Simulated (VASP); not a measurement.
Write the native input for VASP 6.6.1 that does the following.

```
Task                   : single point
Functional             : revPBE
Potentials or basis    : VASP PAW PBE potentials, release 64 (O, C)
Cutoff                 : 520 eV
k mesh                 : 9 × 9 × 9
Occupations            : fermi-dirac, width 0.05 eV
Spin                   : no spin polarisation
Dipole correction      : no
Further INCAR settings : ALGO = Normal; EDIFF = 1e-06; NBANDS = 25
```

The structure of CO2 lies in POSCAR:

```
CO2
1.0
   -2.0004702004      2.0004702004      3.0069177324
    2.0004702004     -2.0004702004      3.0069177324
    2.0004702004      2.0004702004     -3.0069177324
O C
4 2
Direct
    0.8750000000      0.9630542280      0.5880542280
    0.3750000000      0.2869457720      0.4119457720
    0.0369457720      0.6250000000      0.9119457720
    0.7130542280      0.1250000000      0.0880542280
    0.0000000000      0.0000000000      0.0000000000
    0.7500000000      0.2500000000      0.5000000000
```

One way to write it, as run:

INCAR

```
SYSTEM = CO2
PREC = Accurate
ENCUT = 520
EDIFF = 1E-6
ISMEAR = -1
SIGMA = 0.05
LREAL = .FALSE.
LASPH = .TRUE.
NELM = 60
ALGO = Normal
ISIF = 2
LWAVE = .FALSE.
LCHARG = .FALSE.
GGA = RE
NBANDS = 25
```

KPOINTS

```
regular mesh
0
G
  9 9 9
  0 0 0
```

Potentials or basis: VASP PAW PBE potentials, release 64 (O, C).

Command:

```sh
$ cat potpaw_PBE.64/O/POTCAR potpaw_PBE.64/C/POTCAR > POTCAR
$ mpirun -np 1 vasp_std > vasp.out
```

Results of the run:

- Pressure: 1.2 GPa
- Largest force: 0.068 eV/Å
- Band gap on the k mesh: 7.68 eV, indirect (least direct gap 8.04 eV)

Caveat: the PAW data sets were made with another functional, which shifts forces and pressure a little.

It took 2 min on 1 thread of Oxide Virtual Turin-like Processor (shared host), peak memory 0.17 GiB.
